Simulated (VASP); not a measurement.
# Fe (Im-3m) in VASP: notebook

Runs on Fe. Level: LDA. Tasks: single point.

All numbers are computed with VASP 6.6.1; they aren't measurements. Logs are shortened: lines on timing, memory, paths and dates and some standing lists are left out, and cuts for length are marked.

### 1 The cell of the first run

It takes space group Im-3m (No. 229, cubic). The conventional cell has a = 2.700 Å, b = 2.700 Å, c = 2.700 Å, α = 90.00°, β = 90.00°, γ = 90.00°. Within 3.1 Å of Fe (site symmetry m-3m) lie 14 Fe at 2.34 to 2.70 Å.

### 2 Single point, LDA

File INCAR:

```
SYSTEM = Fe
PREC = Accurate
ENCUT = 520
EDIFF = 1E-6
ISMEAR = -1
SIGMA = 0.1
LREAL = .FALSE.
LASPH = .TRUE.
NELM = 60
ALGO = Normal
ISIF = 2
LWAVE = .FALSE.
LCHARG = .FALSE.
NBANDS = 10
```

File KPOINTS:

```
regular mesh
0
G
  27 27 27
  0 0 0
```

File POSCAR:

```
Fe
1.0
   -1.3498227877      1.3498227877      1.3498227877
    1.3498227877     -1.3498227877      1.3498227877
    1.3498227877      1.3498227877     -1.3498227877
Fe
1
Direct
    0.0000000000      0.0000000000      0.0000000000
```

Potentials or basis: VASP PAW LDA potentials, release 64 (Fe).

On the command line:

```console
cat potpaw_LDA.64/Fe/POTCAR > POTCAR
mpirun -np 1 vasp_std > vasp.out
```

OUTCAR:

```text
SYSTEM = Fe
   PREC = Accurate
   ENCUT = 520
   EDIFF = 1E-6
   ISMEAR = -1
   LREAL = .FALSE.
   LASPH = .TRUE.
   NELM = 60
   ISIF = 2

 ion  position               nearest neighbor table
   1  0.000  0.000  0.000-

  LATTYP: Found a body centered cubic cell.
 ALAT       =     2.6996455754

  Lattice vectors:

 A1 = (  -1.3498227877,   1.3498227877,   1.3498227877)
 A2 = (   1.3498227877,  -1.3498227877,   1.3498227877)
 A3 = (   1.3498227877,   1.3498227877,  -1.3498227877)

Analysis of symmetry for initial positions (statically):
=====================================================================
 Subroutine PRICEL returns:
 Original cell was already a primitive cell.

 Routine SETGRP: Setting up the symmetry group for a
 body centered cubic supercell.

 Subroutine GETGRP returns: Found 48 space group operations
 (whereof 48 operations were pure point group operations)
 out of a pool of 48 trial point group operations.

The static configuration has the point symmetry O_h .

Analysis of symmetry for dynamics (positions and initial velocities):
=====================================================================
 Subroutine PRICEL returns:
 Original cell was already a primitive cell.

 Routine SETGRP: Setting up the symmetry group for a
 body centered cubic supercell.

 Subroutine GETGRP returns: Found 48 space group operations
 (whereof 48 operations were pure point group operations)
 out of a pool of 48 trial point group operations.

The dynamic configuration has the point symmetry O_h .

 Subroutine INISYM returns: Found 48 space group operations
 (whereof 48 operations are pure point group operations),
 and found     1 'primitive' translations

----------------------------------------------------------------------------------------

                                     Primitive cell

  volume of cell :       9.8376

  direct lattice vectors                    reciprocal lattice vectors
    -1.349822788  1.349822788  1.349822788     0.000000000  0.370418995  0.370418995
     1.349822788 -1.349822788  1.349822788     0.370418995  0.000000000  0.370418995
     1.349822788  1.349822788 -1.349822788     0.370418995  0.370418995  0.000000000

  length of vectors
     2.337961650  2.337961650  2.337961650     0.523851566  0.523851566  0.523851566

  position of ions in fractional coordinates (direct lattice)
     0.000000000  0.000000000  0.000000000

  ion indices of the primitive-cell ions
   primitive index   ion index
                 1           1

----------------------------------------------------------------------------------------

 KPOINTS: regular mesh

Automatic generation of k-mesh.
 Grid dimensions read from file:
 generate k-points for:   27   27   27

 Generating k-lattice:

  Cartesian coordinates                     Fractional coordinates (reciprocal lattice)
     0.000000000  0.013719222  0.013719222     0.037037037  0.000000000  0.000000000
     0.013719222  0.000000000  0.013719222     0.000000000  0.037037037  0.000000000
     0.013719222  0.013719222  0.000000000     0.000000000  0.000000000  0.037037037

  Length of vectors
     0.019401910  0.019401910  0.019401910

  Shift w.r.t. Gamma in fractional coordinates (k-lattice)
     0.000000000  0.000000000  0.000000000

 Subroutine IBZKPT returns following result:
 ===========================================

 Found    560 irreducible k-points:

 Following reciprocal coordinates:
            Coordinates               Weight
  0.000000  0.000000  0.000000      1.000000
  0.037037  0.000000  0.000000     12.000000
  0.074074  0.000000  0.000000     12.000000
  0.111111  0.000000  0.000000     12.000000
  0.148148  0.000000  0.000000     12.000000
  0.185185  0.000000  0.000000     12.000000
[... 16 lines left out ...]
  0.333333  0.037037  0.000000     48.000000
  0.370370  0.037037  0.000000     48.000000
 [... further k-points ...]
   k-points           NKPTS =    560   k-points in BZ     NKDIM =    560   number of bands    NBANDS=     10
   number of dos      NEDOS =    301   number of ions     NIONS =      1
   total plane-waves  NPLWV =   5832
   dimension x,y,z NGX =    18 NGY =   18 NGZ =   18
   dimension x,y,z NGXF=    36 NGYF=   36 NGZF=   36
   ions per type =               1
   NGX,Y,Z   is equivalent  to a cutoff of  12.80, 12.80, 12.80 a.u.
   NGXF,Y,Z  is equivalent  to a cutoff of  25.60, 25.60, 25.60 a.u.
 SYSTEM =  Fe
   PREC   = accura    normal or accurate (medium, high low for compatibility)
   ISTART =      0    job   : 0-new  1-cont  2-samecut
   ICHARG =      2    charge: 1-file 2-atom 10-const
   ISPIN  =      1    spin polarized calculation?
   LNONCOLLINEAR =      F non collinear calculations
   LSORBIT =      F    spin-orbit coupling
   LASPH  =      T    aspherical Exc in radial PAW
   ENCUT  =  520.0 eV  38.22 Ry    6.18 a.u.   4.35  4.35  4.35*2*pi/ulx,y,z
   NELM   =     60;   NELMIN=  2; NELMDL= -5     # of ELM steps
   EDIFF  = 0.1E-05   stopping-criterion for ELM
   LREAL  =      F    real-space projection
   EDIFFG = 0.1E-04   stopping-criterion for IOM
   NSW    =      0    number of steps for IOM
   IBRION =     -1    ionic relax: 0-MD 1-quasi-New 2-CG
   NFREE  =      0    steps in history (QN), initial steepest desc. (CG)
   ISIF   =      2    stress and relaxation
   ISYM   =      2    0-nonsym 1-usesym 2-fastsym
   POTIM  = 0.5000    time-step for ionic-motion
   TEBEG  =    0.0;   TEEND  =   0.0 temperature during run
   PSTRESS=    0.0 pullay stress
   NELECT =       8.0000    total number of electrons
   NUPDOWN=      -1.0000    fix difference up-down
   EMIN   =  10.00;   EMAX   =-10.00  energy-range for DOS
   EFERMI =   0.00;   METHOD = LEGACY
   ISMEAR =    -1;   SIGMA  =   0.10  broadening in eV -4-tet -1-fermi 0-gaus
   EFERMI_NEDOS =   21; number of points for ismear=-14 and -15
   IALGO  =     38    algorithm
   IMIX   =      4    mixing-type and parameters
     AMIX     =   0.40;   BMIX     =  1.00
     AMIX_MAG =   1.60;   BMIX_MAG =  1.00
  volume/ion in A,a.u.               =       9.84        66.39
  Fermi-wavevector in a.u.,A,eV,Ry     =   1.528064  2.887621 31.769306  2.334978
  Thomas-Fermi vector in A             =   2.635874
   LORBIT       =      0    0 simple, 1 ext, 2 COOP (PROOUT), +10 PAW based schemes
   GGA     = CA    functional components
   LHFCALC =     F    Hartree Fock is set to
   AEXX    =    0.0000 exact exchange contribution
   IVDW    =     0    specifies the selected vdW correction
   LEPSILON=     F    determine dielectric tensor
   LRPA    =     F    only Hartree local field effects (RPA)
 non-spin polarized calculation
  energy-cutoff  :      520.00
  volume of cell :        9.84
 maximum number of plane-waves:       276
 NGX is ok and might be reduce to    18
   NGX =  9   NGY =  9   NGZ =  9

 number of electron       8.0000003 magnetization

 Free energy of the ion-electron system (eV)
  ---------------------------------------------------
  ext. energy  EPLUGINS =         0.00000000
  ---------------------------------------------------
  free energy    TOTEN  =        -9.02858521 eV

  energy without entropy =       -8.93118490  energy(sigma->0) =       -8.97988506

 E-fermi :   7.3299     XC(G=0): -14.2755

 val. band max:        7.3264450873   @ k =   0.1852   0.1852   0.1111
 cond. band min:       7.3307694636   @ k =   0.1852   0.0370   0.0370
 fundamental gap:      0.0043243763
 Fermi energy:         7.3298783544

 k-point     1 :       0.0000    0.0000    0.0000
  band No.  band energies     occupation
      1      -1.8884      2.00000
      2       5.3726      2.00000
      3       5.3726      2.00000
      4       5.3726      2.00000
      5       7.2681      1.29954
      6       7.2681      1.29954
      7      33.6942      0.00000
      8      33.6942      0.00000
      9      33.6942      0.00000
     10      39.9533      0.00000

 k-point     2 :       0.0370    0.0000    0.0000
  band No.  band energies     occupation
      1      -1.8242      2.00000
      2       5.3514      2.00000
      3       5.3705      2.00000
      4       5.4118      2.00000
      5       7.2449      1.40114
      6       7.2697      1.29207
      7      33.3519      0.00000
      8      33.6328      0.00000
      9      33.6834      0.00000
     10      39.7276      0.00000

 k-point     3 :       0.0741    0.0000    0.0000
  band No.  band energies     occupation
      1      -1.6333      2.00000
      2       5.2893      2.00000
      3       5.3616      2.00000
      4       5.5284      2.00000
      5       7.1818      1.62947
      6       7.2749      1.26827
      7      32.4489      0.00000
      8      33.4205      0.00000
      9      33.6530      0.00000
     10      39.3145      0.00000

 k-point     4 :       0.1111    0.0000    0.0000
  band No.  band energies     occupation
      1      -1.3220      2.00000
      2       5.1905      2.00000
      3       5.3386      2.00000
      4       5.7185      2.00000
      5       7.0971      1.82233
      6       7.2842      1.22460
      7      31.1854      0.00000
      8      33.0038      0.00000
      9      33.6082      0.00000
     10      39.0757      0.00000

 k-point     5 :       0.1481    0.0000    0.0000
  band No.  band energies     occupation
      1      -0.9015      2.00000
      2       5.0617      2.00000
      3       5.2940      2.00000
      4       5.9759      2.00000
      5       7.0168      1.91633
      6       7.2984      1.15605
      7      29.6958      0.00000
      8      32.3750      0.00000
      9      33.5554      0.00000
     10      38.0433      0.00000

 k-point     6 :       0.1852    0.0000    0.0000
  band No.  band energies     occupation
      1      -0.3905      2.00000
      2       4.9112      2.00000
      3       5.2287      2.00000
      4       6.2915      1.99994
      5       6.9654      1.94909
      6       7.3183      1.05797
      7      28.0650      0.00000
      8      31.5967      0.00000
      9      33.5004      0.00000
     10      36.7223      0.00000

 k-point     7 :       0.2222    0.0000    0.0000
  band No.  band energies     occupation
      1       0.1807      2.00000
      2       4.7480      2.00000
      3       5.1646      2.00000
      4       6.6534      1.99770
      5       6.9558      1.95361
      6       7.3440      0.92956
      7      26.3556      0.00000
      8      30.7550      0.00000
      9      33.4476      0.00000
     10      35.4592      0.00000

 k-point     8 :       0.2593    0.0000    0.0000
  band No.  band energies     occupation
      1       0.7637      2.00000
      2       4.5814      2.00000
      3       5.1526      2.00000
      4       6.9862      1.93767
      5       7.0463      1.88911
      6       7.3751      0.77760
      7      24.6188      0.00000
      8      29.9199      0.00000
      9      33.3995      0.00000
     10      34.2722      0.00000

 k-point     9 :       0.2963    0.0000    0.0000
  band No.  band energies     occupation
      1       1.2873      2.00000
      2       4.4205      2.00000
      3       5.2683      2.00000
      4       7.0454      1.89009
      5       7.4103      0.61841
      6       7.4518      0.45598
      7      22.8992      0.00000
      8      29.1401      0.00000
      9      33.1822      0.00000
     10      33.3581      0.00000
[... 118 lines left out ...]
 k-point    19 :       0.1852    0.0370    0.0000
  band No.  band energies     occupation
      1      -0.0674      2.00000
      2       4.8323      2.00000
      3       5.1584      2.00000
      4       6.5124      1.99944
      5       6.9328      1.96298
      6       7.3489      0.90533
      7      27.2285      0.00000
      8      30.8055      0.00000
      9      33.6577      0.00000
     10      35.6793      0.00000

 k-point    20 :       0.2222    0.0370    0.0000
  band No.  band energies     occupation
      1       0.5160      2.00000
      2       4.6664      2.00000
      3       5.1078      2.00000
      4       6.8893      1.97589
      5       6.9501      1.95616
      6       7.3807      0.75100
      7      25.5069      0.00000
      8      30.0103      0.00000
      9      33.4329      0.00000
     10      34.6822      0.00000

 k-point    21 :       0.2593    0.0370    0.0000
  band No.  band energies     occupation
      1       1.0787      2.00000
      2       4.5022      2.00000
      3       5.1403      2.00000
      4       6.9882      1.93646
      5       7.3050      1.12383
      6       7.4184      0.58413
      7      23.7762      0.00000
      8      29.2415      0.00000
      9      32.9182      0.00000
     10      34.0540      0.00000

 k-point    22 :       0.2963    0.0370    0.0000
  band No.  band energies     occupation
      1       1.5421      2.00000
      2       4.3480      2.00000
      3       5.3335      2.00000
      4       7.0604      1.87338
      5       7.4548      0.44564
      6       7.7218      0.03895
      7      22.0818      0.00000
      8      28.5373      0.00000
      9      32.1275      0.00000
     10      33.8063      0.00000

 k-point    23 :       0.3333    0.0370    0.0000
  band No.  band energies     occupation
      1       1.8451      2.00000
      2       4.2115      2.00000
      3       5.7308      2.00000
      4       7.1434      1.73176
      5       7.5005      0.30720
      6       8.1207      0.00073
      7      20.4708      0.00000
      8      27.9263      0.00000
      9      31.3336      0.00000
     10      33.6936      0.00000

 k-point    24 :       0.3704    0.0370    0.0000
  band No.  band energies     occupation
      1       1.9937      2.00000
      2       4.0988      2.00000
      3       6.2762      1.99995
      4       7.2239      1.48542
      5       7.5625      0.17793
      6       8.4855      0.00002
      7      19.0030      0.00000
      8      27.4298      0.00000
      9      30.6530      0.00000
     10      33.6280      0.00000

 [... further k-points ...]
[... 5 lines left out ...]
  --------------------------------------------------------------------------------------
  -------------------------------------------------------------------------------------
  Total       -0.0105383     -0.0105383     -0.0105383      0.0000000     -0.0000000      0.0000000
  in kB       -1.7162860     -1.7162860     -1.7162860      0.0000000     -0.0000000      0.0000000
  external PRESSURE =      -1.7162860 kB  Pullay stress =       0.0000000 kB

 VOLUME and BASIS-vectors are now :
 -----------------------------------------------------------------------------
  energy-cutoff  :      520.00
  volume of cell :        9.84
      direct lattice vectors                 reciprocal lattice vectors
    -1.349822788  1.349822788  1.349822788     0.000000000  0.370418995  0.370418995
     1.349822788 -1.349822788  1.349822788     0.370418995  0.000000000  0.370418995
     1.349822788  1.349822788 -1.349822788     0.370418995  0.370418995  0.000000000

 POSITION                                       TOTAL-FORCE (eV/Angst)
 -----------------------------------------------------------------------------------
      0.00000      0.00000      0.00000         0.000000     -0.000000     -0.000000
 -----------------------------------------------------------------------------------
    total drift:                                0.000000      0.000000      0.000000

  FREE ENERGIE OF THE ION-ELECTRON SYSTEM (eV)
  ---------------------------------------------------
  free  energy   TOTEN  =        -9.0285852066 eV

  energy  without entropy=       -8.9311849037  energy(sigma->0) =       -8.97988506
```

It took 31 s on 1 thread of Intel Xeon Platinum 8488C (Sapphire Rapids), shared host; peak memory 0.16 GiB.

What came out:

| Quantity | Value |
| --- | --- |
| Free energy | -9.0286 eV |
| Pressure | -0.2 GPa |
| Band gap on the k mesh | zero (band 4 reaches 8.48 eV, above the bottom of band 5 at 6.19 eV) |

Caveat: the run has no spin polarisation, though such a crystal can be magnetic. Spin polarisation is off, so any magnetic state and its effect on volume and gap are missing.

### 3 Single point, LDA

File INCAR:

```
  ALGO = Normal
  EDIFF = 1E-6
  ENCUT = 520
  ISIF = 2
  ISMEAR = -1
  LASPH = T
  LCHARG = F
  LREAL = F
  LWAVE = F
  NBANDS = 10
  NELM = 60
  PREC = Accurate
  SIGMA = 0.1
```

File KPOINTS:

```
k-points
0
Gamma
  27 27 27
```

POSCAR is that of step 2.

Potentials or basis: VASP PAW LDA potentials, release 64 (Fe).

On the command line:

```console
cat potpaw_LDA.64/Fe/POTCAR > POTCAR
mpirun -np 1 vasp_std > vasp.out
```

Wall time 30 s (1 thread of Intel Xeon Platinum 8488C (Sapphire Rapids), shared host); peak memory 0.16 GiB.

The run converged. Its results:

```yaml
Free_energy: -9.0286 eV
Pressure: -0.2 GPa
Band_gap_on_the_k_mesh: zero (band 4 reaches 8.48 eV, above the bottom of band 5 at 6.19 eV)
```

Levels at points of the mesh, in eV from the Fermi level:
| k point | band 1 | band 2 | band 3 | band 4 | band 5 | band 6 | band 7 | band 8 | band 9 |
| --- | --- | --- | --- | --- | --- | --- | --- | --- | --- |
| (0.00, 0.00, 0.00) | -9.22 | -1.96 | -1.96 | -1.96 | -0.06 | -0.06 | 26.36 | 26.36 | 26.36 |

Caveat: the run has no spin polarisation, though such a crystal can be magnetic.

### 4 Single point, LDA (volume scaled by 1.04)

File INCAR:

```
SYSTEM = Fe
PREC     = Accurate       ! precision mode
ENCUT    = 520            ! plane-wave cutoff, eV
EDIFF    = 1E-7           ! SCF threshold, eV
ISMEAR   = -1             ! smearing method
SIGMA    = 0.1            ! smearing width, eV
LREAL    = .FALSE.        ! projectors in reciprocal space
LASPH    = .TRUE.         ! aspherical terms in the spheres
NELM     = 100            ! most SCF steps
ALGO     = Normal         ! electronic algorithm
ISIF     = 2              ! what is computed and relaxed
LWAVE    = .FALSE.        ! write WAVECAR
LCHARG   = .FALSE.        ! write CHGCAR
NBANDS   = 10             ! bands
```

File KPOINTS:

```
Automatic mesh
0
G
  27 27 27
  0 0 0
```

File POSCAR:

```
Fe
1.0
   -1.3675856508      1.3675856508      1.3675856508
    1.3675856508     -1.3675856508      1.3675856508
    1.3675856508      1.3675856508     -1.3675856508
Fe
1
Direct
    0.0000000000      0.0000000000      0.0000000000
```

On the command line:

```console
cat potpaw_LDA.64/Fe/POTCAR > POTCAR
mpirun -np 1 vasp_std > vasp.out
```

Run time: 30 s. Hardware: 1 thread of Intel Xeon Platinum 8488C (Sapphire Rapids), shared host; peak memory 0.17 GiB.

Results (log left out):

* Free energy: -9.0136 eV
* Pressure: -11.6 GPa
* Band gap on the k mesh: zero (band 4 reaches 7.94 eV, above the bottom of band 5 at 5.79 eV)

Levels at points of the mesh, in eV from the Fermi level:
```
           k point  band 1  band 2  band 3  band 4  band 5  band 6  band 7  band 8
(0.00, 0.00, 0.00)   -8.98   -1.85   -1.85   -1.85   -0.05   -0.05   25.98   25.98
```

Caveat: the run has no spin polarisation, though such a crystal can be magnetic. Spin polarisation is off, so any magnetic state and its effect on volume and gap are missing.

### 5 Single point, LDA (volume scaled by 1.08)

File INCAR:

```
SYSTEM = Fe
PREC = Accurate ; ENCUT = 520
EDIFF = 1E-7 ; ISMEAR = -1
SIGMA = 0.1 ; LREAL = .FALSE.
LASPH = .TRUE. ; NELM = 100
ALGO = Normal ; ISIF = 2
LWAVE = .FALSE. ; LCHARG = .FALSE.
NBANDS = 10
```

KPOINTS is that of step 4.

File POSCAR:

```
Fe
1.0
   -1.3848986995      1.3848986995      1.3848986995
    1.3848986995     -1.3848986995      1.3848986995
    1.3848986995      1.3848986995     -1.3848986995
Fe
1
Direct
    0.0000000000      0.0000000000      0.0000000000
```

On the command line:

```console
cat potpaw_LDA.64/Fe/POTCAR > POTCAR
mpirun -np 1 vasp_std > vasp.out
```

Wall time 32 s (1 thread of Intel Xeon Platinum 8488C (Sapphire Rapids), shared host); peak memory 0.17 GiB.

It converged, with:

```yaml
Free_energy: -8.9736 eV
Pressure: -20.7 GPa
Band_gap_on_the_k_mesh: zero (band 4 reaches 7.45 eV, above the bottom of band 5 at 5.41 eV)
```

Levels at points of the mesh, in eV from the Fermi level:
| k point | band 2 | band 3 | band 4 | band 5 | band 6 | band 7 |
| --- | --- | --- | --- | --- | --- | --- |
| (0.00, 0.00, 0.00) | -1.75 | -1.75 | -1.75 | -0.05 | -0.05 | 25.60 |

Caveat: the run has no spin polarisation, though such a crystal can be magnetic. Spin polarisation is off, so any magnetic state and its effect on volume and gap are missing.

### 6 The runs side by side

| cell | gap on the mesh (eV) | pressure (GPa) |
| --- | --- | --- |
| a = 2.338 Å, angles 109.5°, 1 atom | none | -0.2 |
| a = 2.369 Å, angles 109.5°, 1 atom | none | -11.6 |
| a = 2.399 Å, angles 109.5°, 1 atom | none | -20.7 |

Alike in all rows: task single point; level LDA; potentials or basis VASP PAW LDA potentials, release 64 (Fe); no spin polarisation; k mesh 27 × 27 × 27; cutoff (eV) 520; smearing fermi-dirac 0.1 eV.

Caveats: the run has no spin polarisation, though such a crystal can be magnetic.

Absolute energies hang on the potentials; compare differences alone.
